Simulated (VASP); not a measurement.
Write the native input for VASP 6.6.1 that does the following.

- Task: single point
- Functional: PBEsol
- Potentials or basis: VASP PAW PBE potentials, release 64 (W_sv, C_h)
- Cutoff: 910 eV
- k mesh: 13 × 13 × 12
- Occupations: fermi-dirac, width 0.05 eV
- Spin: no spin polarisation
- Dipole correction: no
- Second run: hard_potentials
- Further INCAR settings: ALGO = Normal; EDIFF = 1e-06; NBANDS = 16

The structure of WC (Qusongite) lies in POSCAR:

```
WC
1.0
    2.8993013413      0.0000000000      0.0000000000
   -1.4496506707      2.5108686148      0.0000000000
    0.0000000000      0.0000000000      2.8265771222
W C
1 1
Direct
    0.0000000000      0.0000000000      0.0000000000
    0.6666666667      0.3333333333      0.5000000000
```

The input as run:

INCAR

```
SYSTEM = WC
ALGO     = Normal         ! electronic algorithm
EDIFF    = 1E-6           ! SCF threshold, eV
ENCUT    = 910            ! plane-wave cutoff, eV
GGA      = PS             ! functional
GGA_COMPAT= .False.      
ISIF     = 2              ! what is computed and relaxed
ISMEAR   = -1             ! smearing method
LASPH    = .True.         ! aspherical terms in the spheres
LCHARG   = .False.        ! write CHGCAR
LREAL    = .False.        ! projectors in reciprocal space
LWAVE    = .False.        ! write WAVECAR
NBANDS   = 16             ! bands
NELM     = 120            ! most SCF steps
PREC     = Accurate       ! precision mode
SIGMA    = 0.05           ! smearing width, eV
```

KPOINTS

```
k-points
0
Gamma
  13 13 12
  0 0 0
```

Potentials or basis: VASP PAW PBE potentials, release 64 (W_sv, C_h).

Launch:

```bash
$ cat potpaw_PBE.64/W_sv/POTCAR potpaw_PBE.64/C_h/POTCAR > POTCAR
$ mpirun -np 1 vasp_std > vasp.out
```

It gave:

| Item | Value |
| --- | --- |
| Pressure | 1.0 GPa |
| Band gap on the k mesh | zero (band 9 reaches 12.06 eV, above the bottom of band 10 at 10.78 eV) |

Caveat: the cutoff is under 1.25 times the usual one of these potentials, so pressure, stress and relaxed cells hold a basis-set (Pulay) error; the PAW data sets were made with another functional, which shifts forces and pressure a little; spin-orbit coupling is left out, which moves the levels of the heavy elements.

It took 78 s on 1 thread of AMD EPYC 9R14 (Zen 4), with other jobs on the host, peak memory 0.22 GiB.
